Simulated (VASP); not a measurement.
# AgRh (P-6m2) in VASP: notebook

AgRh is run at these levels: PBE; tasks: single point.

All numbers are computed with VASP 6.6.1; they aren't measurements. Logs are shortened: lines on timing, memory, paths and dates and some standing lists are left out, and cuts for length are marked.

## Step 1: The cell of the first run

It takes space group P-6m2 (No. 187, hexagonal). Conventional cell: a = 2.767 Å, b = 2.767 Å, c = 4.773 Å, α = 90.00°, β = 90.00°, γ = 120.00°. Ag (site symmetry -6m2) has 6 Ag at 2.77 Å and 6 Rh at 2.87 Å within 3.6 Å. Within 3.6 Å of Rh (site symmetry -6m2) lie 6 Rh at 2.77 Å and 6 Ag at 2.87 Å.

## Step 2: Single point, PBE

The input, INCAR:

```
  PREC = Accurate
  ENCUT = 520
  EDIFF = 1E-6
  ISMEAR = 0
  SIGMA = 0.1
  LREAL = False
  LASPH = True
  NELM = 80
  ALGO = Fast
  ISIF = 2
  LWAVE = False
  LCHARG = False
  GGA = PE
  NBANDS = 20
```

The input, KPOINTS:

```
Automatic mesh
0
Gamma
  18 18 10
```

The input, POSCAR:

```
AgRh
1.0
    2.7667432462      0.0000000000      0.0000000000
   -1.3833716231      2.3960699369      0.0000000000
    0.0000000000      0.0000000000      4.7732677203
Ag Rh
1 1
Direct
    0.0000000000      0.0000000000      0.5000000000
    0.6666666667      0.3333333333      0.0000000000
```

Potentials or basis: VASP PAW PBE potentials, release 64 (Ag, Rh_pv).

The run is started by

```sh
$ cat potpaw_PBE.64/Ag/POTCAR potpaw_PBE.64/Rh_pv/POTCAR > POTCAR
$ mpirun -np 1 vasp_std > vasp.out
```

OUTCAR:

```text
PREC = Accurate
   ENCUT = 520
   EDIFF = 1E-6
   ISMEAR = 0
   LREAL = False
   LASPH = True
   NELM = 80
   ISIF = 2
   GGA = PE

 ion  position               nearest neighbor table
   1  0.000  0.000  0.500-   2 2.87   2 2.87   2 2.87   2 2.87   2 2.87   2 2.87
   2  0.667  0.333  0.000-   1 2.87   1 2.87   1 2.87   1 2.87   1 2.87   1 2.87

  LATTYP: Found a hexagonal cell.
 ALAT       =     2.7667432462
 C/A-ratio  =     1.7252297360

  Lattice vectors:

 A1 = (   2.7667432462,   0.0000000000,   0.0000000000)
 A2 = (  -1.3833716231,   2.3960699369,   0.0000000000)
 A3 = (   0.0000000000,   0.0000000000,   4.7732677203)

Analysis of symmetry for initial positions (statically):
=====================================================================
 Subroutine PRICEL returns:
 Original cell was already a primitive cell.

 Routine SETGRP: Setting up the symmetry group for a
 hexagonal supercell.

 Subroutine GETGRP returns: Found 12 space group operations
 (whereof 12 operations were pure point group operations)
 out of a pool of 24 trial point group operations.

The static configuration has the point symmetry D_3h.

Analysis of symmetry for dynamics (positions and initial velocities):
=====================================================================
 Subroutine PRICEL returns:
 Original cell was already a primitive cell.

 Routine SETGRP: Setting up the symmetry group for a
 hexagonal supercell.

 Subroutine GETGRP returns: Found 12 space group operations
 (whereof 12 operations were pure point group operations)
 out of a pool of 24 trial point group operations.

The dynamic configuration has the point symmetry D_3h.

 Subroutine INISYM returns: Found 12 space group operations
 (whereof 12 operations are pure point group operations),
 and found     1 'primitive' translations

----------------------------------------------------------------------------------------

                                     Primitive cell

  volume of cell :      31.6435

  direct lattice vectors                    reciprocal lattice vectors
     2.766743246  0.000000000  0.000000000     0.361435779  0.208675044  0.000000000
    -1.383371623  2.396069937  0.000000000     0.000000000  0.417350088  0.000000000
     0.000000000  0.000000000  4.773267720     0.000000000  0.000000000  0.209500086

  length of vectors
     2.766743246  2.766743246  4.773267720     0.417350088  0.417350088  0.209500086

  position of ions in fractional coordinates (direct lattice)
     0.000000000  0.000000000  0.500000000
     0.666666667  0.333333333  0.000000000

  ion indices of the primitive-cell ions
   primitive index   ion index
                 1           1
                 2           2

----------------------------------------------------------------------------------------

 KPOINTS: Automatic mesh

Automatic generation of k-mesh.
 Grid dimensions read from file:
 generate k-points for:   18   18   10

 Generating k-lattice:

  Cartesian coordinates                     Fractional coordinates (reciprocal lattice)
     0.020079765  0.011593058  0.000000000     0.055555556  0.000000000  0.000000000
     0.000000000  0.023186116  0.000000000     0.000000000  0.055555556  0.000000000
     0.000000000  0.000000000  0.020950009     0.000000000  0.000000000  0.100000000

  Length of vectors
     0.023186116  0.023186116  0.020950009

  Shift w.r.t. Gamma in fractional coordinates (k-lattice)
     0.000000000  0.000000000  0.000000000

 Subroutine IBZKPT returns following result:
 ===========================================

 Found    222 irreducible k-points:

 Following reciprocal coordinates:
            Coordinates               Weight
  0.000000  0.000000  0.000000      1.000000
  0.055556  0.000000  0.000000      6.000000
  0.111111  0.000000  0.000000      6.000000
  0.166667  0.000000  0.000000      6.000000
  0.222222  0.000000  0.000000      6.000000
  0.277778  0.000000  0.000000      6.000000
[... 16 lines left out ...]
  0.333333  0.111111  0.000000     12.000000
  0.388889  0.111111  0.000000     12.000000
 [... further k-points ...]
   k-points           NKPTS =    222   k-points in BZ     NKDIM =    222   number of bands    NBANDS=     20
   number of dos      NEDOS =    301   number of ions     NIONS =      2
   total plane-waves  NPLWV =  20736
   dimension x,y,z NGX =    24 NGY =   24 NGZ =   36
   dimension x,y,z NGXF=    48 NGYF=   48 NGZF=   72
   ions per type =               1   1
   NGX,Y,Z   is equivalent  to a cutoff of  14.42, 14.42, 12.54 a.u.
   NGXF,Y,Z  is equivalent  to a cutoff of  28.84, 28.84, 25.08 a.u.
 SYSTEM =  unknown system
   PREC   = accura    normal or accurate (medium, high low for compatibility)
   ISTART =      0    job   : 0-new  1-cont  2-samecut
   ICHARG =      2    charge: 1-file 2-atom 10-const
   ISPIN  =      1    spin polarized calculation?
   LNONCOLLINEAR =      F non collinear calculations
   LSORBIT =      F    spin-orbit coupling
   LASPH  =      T    aspherical Exc in radial PAW
   ENCUT  =  520.0 eV  38.22 Ry    6.18 a.u.   5.14  5.14  8.88*2*pi/ulx,y,z
   NELM   =     80;   NELMIN=  2; NELMDL= -5     # of ELM steps
   EDIFF  = 0.1E-05   stopping-criterion for ELM
   LREAL  =      F    real-space projection
   EDIFFG = 0.1E-04   stopping-criterion for IOM
   NSW    =      0    number of steps for IOM
   IBRION =     -1    ionic relax: 0-MD 1-quasi-New 2-CG
   NFREE  =      0    steps in history (QN), initial steepest desc. (CG)
   ISIF   =      2    stress and relaxation
   ISYM   =      2    0-nonsym 1-usesym 2-fastsym
   POTIM  = 0.5000    time-step for ionic-motion
   TEBEG  =    0.0;   TEEND  =   0.0 temperature during run
   PSTRESS=    0.0 pullay stress
   NELECT =      26.0000    total number of electrons
   NUPDOWN=      -1.0000    fix difference up-down
   EMIN   =  10.00;   EMAX   =-10.00  energy-range for DOS
   EFERMI =   0.00;   METHOD = LEGACY
   ISMEAR =     0;   SIGMA  =   0.10  broadening in eV -4-tet -1-fermi 0-gaus
   EFERMI_NEDOS =   21; number of points for ismear=-14 and -15
   IALGO  =     68    algorithm
   IMIX   =      4    mixing-type and parameters
     AMIX     =   0.40;   BMIX     =  1.00
     AMIX_MAG =   1.60;   BMIX_MAG =  1.00
  volume/ion in A,a.u.               =      15.82       106.77
  Fermi-wavevector in a.u.,A,eV,Ry     =   1.533338  2.897589 31.989004  2.351125
  Thomas-Fermi vector in A             =   2.640419
   LORBIT       =      0    0 simple, 1 ext, 2 COOP (PROOUT), +10 PAW based schemes
   GGA     = PE    functional components
   LHFCALC =     F    Hartree Fock is set to
   AEXX    =    0.0000 exact exchange contribution
   IVDW    =     0    specifies the selected vdW correction
   LEPSILON=     F    determine dielectric tensor
   LRPA    =     F    only Hartree local field effects (RPA)
 non-spin polarized calculation
 RMM-DIIS sequential band-by-band and
 Gauss-broadening in eV      SIGMA  =   0.10
  energy-cutoff  :      520.00
  volume of cell :       31.64
 maximum number of plane-waves:       866
 NGX is ok and might be reduce to    24
   NGX = 11   NGY = 11   NGZ = 17

 number of electron      25.9999998 magnetization

 Free energy of the ion-electron system (eV)
  ---------------------------------------------------
  ext. energy  EPLUGINS =         0.00000000
  ---------------------------------------------------
  free energy    TOTEN  =        -9.44651266 eV

  energy without entropy =       -9.42984070  energy(sigma->0) =       -9.43817668

 E-fermi :   9.1044     XC(G=0): -12.8822

 val. band max:        9.1037745377   @ k =   0.3333   0.3333   0.5000
 cond. band min:       9.1073227366   @ k =   0.0556   0.0556   0.5000
 fundamental gap:      0.0035481989
 Fermi energy:         9.1044180970

 k-point     1 :       0.0000    0.0000    0.0000
  band No.  band energies     occupation
      1     -36.6267      2.00000
      2     -36.6267      2.00000
      3     -36.5493      2.00000
      4       1.8007      2.00000
      5       3.2475      2.00000
      6       4.7519      2.00000
[... 12 lines left out ...]
     19      27.9095      0.00000
     20      30.4961      0.00000

 k-point     2 :       0.0556    0.0000    0.0000
  band No.  band energies     occupation
      1     -36.6395      2.00000
      2     -36.6298      2.00000
      3     -36.5476      2.00000
      4       1.9001      2.00000
      5       3.3077      2.00000
      6       4.7102      2.00000
[... 12 lines left out ...]
     19      27.7998      0.00000
     20      29.7500      0.00000

 k-point     3 :       0.1111    0.0000    0.0000
  band No.  band energies     occupation
      1     -36.6763      2.00000
      2     -36.6386      2.00000
      3     -36.5427      2.00000
      4       2.1889      2.00000
      5       3.4717      2.00000
      6       4.6086      2.00000
[... 12 lines left out ...]
     19      27.2693      0.00000
     20      28.4266      0.00000

 k-point     4 :       0.1667    0.0000    0.0000
  band No.  band energies     occupation
      1     -36.7324      2.00000
      2     -36.6522      2.00000
      3     -36.5351      2.00000
      4       2.6296      2.00000
      5       3.6801      2.00000
      6       4.5238      2.00000
[... 12 lines left out ...]
     19      27.2347      0.00000
     20      27.3977      0.00000

 k-point     5 :       0.2222    0.0000    0.0000
  band No.  band energies     occupation
      1     -36.8007      2.00000
      2     -36.6688      2.00000
      3     -36.5259      2.00000
      4       3.1081      2.00000
      5       3.8286      2.00000
      6       4.6241      2.00000
[... 12 lines left out ...]
     19      26.6145      0.00000
     20      27.4428      0.00000
[... 353 lines left out ...]
      6       4.4178      2.00000
[... 12 lines left out ...]
     19      25.3465      0.00000
     20      27.3015      0.00000

 k-point    22 :       0.2778    0.1111    0.0000
  band No.  band energies     occupation
      1     -36.9386      2.00000
      2     -36.7272      2.00000
      3     -36.5043      2.00000
      4       3.5183      2.00000
      5       4.1473      2.00000
      6       4.3439      2.00000
[... 12 lines left out ...]
     19      24.2240      0.00000
     20      25.3473      0.00000

 k-point    23 :       0.3333    0.1111    0.0000
  band No.  band energies     occupation
      1     -36.9856      2.00000
      2     -36.7441      2.00000
      3     -36.4972      2.00000
      4       3.3800      2.00000
      5       3.9427      2.00000
      6       4.4367      2.00000
[... 12 lines left out ...]
     19      23.1171      0.00000
     20      23.4615      0.00000

 k-point    24 :       0.3889    0.1111    0.0000
  band No.  band energies     occupation
      1     -37.0162      2.00000
      2     -36.7552      2.00000
      3     -36.4925      2.00000
      4       3.2846      2.00000
      5       3.8159      2.00000
      6       4.4601      2.00000
[... 12 lines left out ...]
     19      21.8825      0.00000
     20      22.1495      0.00000

 [... further k-points ...]
[... 5 lines left out ...]
  --------------------------------------------------------------------------------------
  -------------------------------------------------------------------------------------
  Total       -0.0200011     -0.0200011     -0.0102159      0.0000000     -0.0000000      0.0000000
  in kB       -1.0126991     -1.0126991     -0.5172517      0.0000000     -0.0000000      0.0000000
  external PRESSURE =      -0.8475500 kB  Pullay stress =       0.0000000 kB

 VOLUME and BASIS-vectors are now :
 -----------------------------------------------------------------------------
  energy-cutoff  :      520.00
  volume of cell :       31.64
      direct lattice vectors                 reciprocal lattice vectors
     2.766743246  0.000000000  0.000000000     0.361435779  0.208675044  0.000000000
    -1.383371623  2.396069937  0.000000000     0.000000000  0.417350088  0.000000000
     0.000000000  0.000000000  4.773267720     0.000000000  0.000000000  0.209500086

 POSITION                                       TOTAL-FORCE (eV/Angst)
 -----------------------------------------------------------------------------------
      0.00000      0.00000      2.38663         0.000000      0.000000      0.000000
      1.38337      0.79869      0.00000         0.000000      0.000000      0.000000
 -----------------------------------------------------------------------------------
    total drift:                               -0.000000      0.000000      0.000000

  FREE ENERGIE OF THE ION-ELECTRON SYSTEM (eV)
  ---------------------------------------------------
  free  energy   TOTEN  =        -9.4465126642 eV

  energy  without entropy=       -9.4298407019  energy(sigma->0) =       -9.43817668
```

Wall time 76 s (1 thread of Intel Xeon Platinum 8488C (Sapphire Rapids), shared host); peak memory 0.25 GiB.

Results:

```yaml
Free_energy: -9.4465 eV
Pressure: -0.1 GPa
Band_gap_on_the_k_mesh: zero (band 13 reaches 10.16 eV, above the bottom of band 14 at 8.78 eV)
```

Levels at points of the mesh, in eV from the Fermi level:
```csv
k point,band 11,band 12,band 13,band 14,band 15,band 16
"(0.00, 0.00, 0.00)",-1.90,-1.90,0.10,0.10,0.14,5.46
"(0.50, 0.00, 0.00)",-1.66,-0.12,1.05,1.82,4.02,8.48
"(0.00, 0.00, 0.50)",-2.53,-1.70,-1.70,0.06,0.06,11.70
"(0.50, 0.00, 0.50)",-0.63,-0.20,1.05,1.69,2.43,6.56
```

## Step 3: Single point, PBE

This run uses another cell than the first one, of 16.06 Å³/atom, 1.015 times its volume.

The input, INCAR:

```
SYSTEM = AgRh
PREC = Accurate
ENCUT = 520
EDIFF = 1E-6
ISMEAR = 0
SIGMA = 0.1
LREAL = .FALSE.
LASPH = .TRUE.
NELM = 60
ALGO = Fast
ISIF = 2
LWAVE = .FALSE.
LCHARG = .TRUE.
GGA = PE
LELF = .TRUE.
LVHAR = .TRUE.
NBANDS = 20
```

The input, KPOINTS:

```
Automatic mesh
0
G
  18 18 10
  0 0 0
```

The input, POSCAR:

```
AgRh
1.0
    2.7775881998      0.0000000000      0.0000000000
   -1.3887940999      2.4054619423      0.0000000000
    0.0000000000      0.0000000000      4.8086020000
Ag Rh
1 1
Direct
    0.0000000000      0.0000000000      0.5000000000
    0.6666666667      0.3333333333      0.0000000000
```

Potentials or basis: VASP PAW PBE potentials, release 64 (Ag, Rh_pv).

The run is started by

```sh
$ cat potpaw_PBE.64/Ag/POTCAR potpaw_PBE.64/Rh_pv/POTCAR > POTCAR
$ mpirun -np 1 vasp_std > vasp.out
```

OUTCAR:

```text
SYSTEM = AgRh
   PREC = Accurate
   ENCUT = 520
   EDIFF = 1E-6
   ISMEAR = 0
   LREAL = .FALSE.
   LASPH = .TRUE.
   NELM = 60
   ISIF = 2
   GGA = PE

 ion  position               nearest neighbor table
   1  0.000  0.000  0.500-   2 2.89   2 2.89   2 2.89   2 2.89   2 2.89   2 2.89
   2  0.667  0.333  0.000-   1 2.89   1 2.89   1 2.89   1 2.89   1 2.89   1 2.89

  LATTYP: Found a hexagonal cell.
 ALAT       =     2.7775881998
 C/A-ratio  =     1.7312148721

  Lattice vectors:

[... 742 lines left out ...]

  FORCE on cell =-STRESS in cart. coord.  units (eV):
  Direction    XX          YY          ZZ          XY          YZ          ZX
  --------------------------------------------------------------------------------------
  -------------------------------------------------------------------------------------
  Total       -0.4521660     -0.4521660     -0.4899147     -0.0000000      0.0000000      0.0000000
  in kB      -22.5487912    -22.5487912    -24.4312593     -0.0000000      0.0000000      0.0000000
  external PRESSURE =     -23.1762805 kB  Pullay stress =       0.0000000 kB

 VOLUME and BASIS-vectors are now :
 -----------------------------------------------------------------------------
  energy-cutoff  :      520.00
  volume of cell :       32.13
      direct lattice vectors                 reciprocal lattice vectors
     2.777588200  0.000000000  0.000000000     0.360024571  0.207860283  0.000000000
    -1.388794100  2.405461942  0.000000000     0.000000000  0.415720566  0.000000000
     0.000000000  0.000000000  4.808602000     0.000000000  0.000000000  0.207960651

 POSITION                                       TOTAL-FORCE (eV/Angst)
 -----------------------------------------------------------------------------------
      0.00000      0.00000      2.40430         0.000000      0.000000      0.000000
      1.38879      0.80182      0.00000        -0.000000      0.000000      0.000000
 -----------------------------------------------------------------------------------
    total drift:                               -0.000000      0.000000      0.000000

  FREE ENERGIE OF THE ION-ELECTRON SYSTEM (eV)
  ---------------------------------------------------
  free  energy   TOTEN  =        -9.4430213656 eV

  energy  without entropy=       -9.4262656492  energy(sigma->0) =       -9.43464351
```

OSZICAR:

```text
N       E                     dE             d eps       ncg     rms          rms(c)
DAV:   1     0.219067756909E+03    0.21907E+03   -0.15775E+04  8904   0.140E+03
DAV:   2    -0.581060981514E+01   -0.22488E+03   -0.21859E+03  9228   0.377E+02
DAV:   3    -0.101598088397E+02   -0.43492E+01   -0.43242E+01  9968   0.590E+01
DAV:   4    -0.101840883409E+02   -0.24280E-01   -0.24277E-01  9852   0.438E+00
DAV:   5    -0.101844412828E+02   -0.35294E-03   -0.35294E-03 10068   0.551E-01    0.920E+00
RMM:   6    -0.951563713203E+01    0.66880E+00   -0.16122E+00  9011   0.981E+00    0.605E+00
RMM:   7    -0.947586823912E+01    0.39769E-01   -0.18129E-01  9129   0.351E+00    0.283E+00
RMM:   8    -0.944863873770E+01    0.27230E-01   -0.39253E-02  9499   0.151E+00    0.184E+00
RMM:   9    -0.944308283314E+01    0.55559E-02   -0.82095E-03  9990   0.787E-01    0.109E-01
RMM:  10    -0.944300702042E+01    0.75813E-04   -0.64154E-04 10898   0.210E-01    0.291E-02
RMM:  11    -0.944301934967E+01   -0.12329E-04   -0.13341E-04 11537   0.905E-02    0.186E-02
RMM:  12    -0.944302136164E+01   -0.20120E-05   -0.21593E-05 11544   0.361E-02    0.970E-03
RMM:  13    -0.944302136555E+01   -0.39090E-08   -0.55194E-06  9390   0.214E-02
   1 F= -.94430214E+01 E0= -.94346435E+01  d E =-.167557E-01
```

stdout:

```text
POSCAR found type information on POSCAR AgRh
 POSCAR found :  2 types and       2 ions
 scaLAPACK will be used
 LDA part: xc-table for (Slater+PW92), standard interpolation
 POSCAR, INCAR and KPOINTS ok, starting setup
 FFT: planning ... GRIDC
 FFT: planning ... GRID_SOFT
 FFT: planning ... GRID
 WAVECAR not read
 entering main loop
```

Wall time 71 s (1 thread of Intel Xeon Platinum 8488C (Sapphire Rapids), shared host); peak memory 0.26 GiB.

What came out:

```yaml
Free_energy: -9.4430 eV
Pressure: -2.3 GPa
Band_gap_on_the_k_mesh: zero (band 13 reaches 9.91 eV, above the bottom of band 14 at 8.57 eV)
```
